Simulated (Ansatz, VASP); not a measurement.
**Two plane-wave programs on Au**

INCAR

```
PREC = Accurate
ENCUT = 600
EDIFF = 1E-6
ISMEAR = 0
SIGMA = 0.1
LREAL = F
LASPH = T
NELM = 100
ALGO = Fast
ISIF = 3
LWAVE = F
LCHARG = F
GGA = PS
IBRION = 2
NSW = 100
EDIFFG = -0.002
```

KPOINTS

```
regular mesh
0
Gamma
  18 18 18
```

The input POSCAR:

```
Au
1.0
    0.0000000000      2.0350000000      2.0350000000
    2.0350000000      0.0000000000      2.0350000000
    2.0350000000      2.0350000000      0.0000000000
Au
1
Direct
    0.0000000000      0.0000000000      0.0000000000
```

Input for Ansatz:

```yaml
crystal:
  lattice:
    - [0.0, 2.035, 2.035]
    - [2.035, 0.0, 2.035]
    - [2.035, 2.035, 0.0]
  atoms:
    - { symbol: Au, position: [0.0, 0.0, 0.0] }
basis:
  ecutwfc: 420
kpoints:
  mp_grid: { grid: [18, 18, 18] }
hamiltonian:
  xc: pbesol
scf:
  occupations: { method: gaussian, width: 0.1 }
output:
  forces: true
  stress: true
  eigenvalues: true
relax:
  adjacent_minimum: "off"
  f_tol: 0.002
  max_steps: 80
  cell: { stress_tol: 0.02 }
```

Alike in both runs: task relaxation of cell and atoms; functional PBEsol; k mesh 18 × 18 × 18; occupations gaussian, width 0.1 eV; no spin polarisation.

|  | VASP | Ansatz |
| --- | --- | --- |
| version | VASP 6.6.1 | Ansatz 0.2.0 |
| potentials or method | VASP PAW PBE potentials, release 64 (Au), cutoff 600 eV | scalar-relativistic, plane waves, PAW |
| valence electrons in the cell | 11 | 19 |

|  | VASP | Ansatz | Ansatz less VASP |
| --- | --- | --- | --- |
| gap on the k mesh at the Fermi level, each at its own relaxed structure (eV) | none | none | - |
| relaxed volume (Å³/atom) | 17.01 | 17.03 | +0.019 |
| relaxed cell length with the largest relative difference (Å) | 2.887 | 2.888 | +0.0011 |

VASP's potentials were made for PBE, not for PBEsol. A gap of «none» marks a metal or a gap that the smearing closes. VASP's potentials hold 11 valence electrons a cell and Ansatz's 19, so a difference there can come from the potentials and not from the codes.

Neither program's run includes spin-orbit coupling.
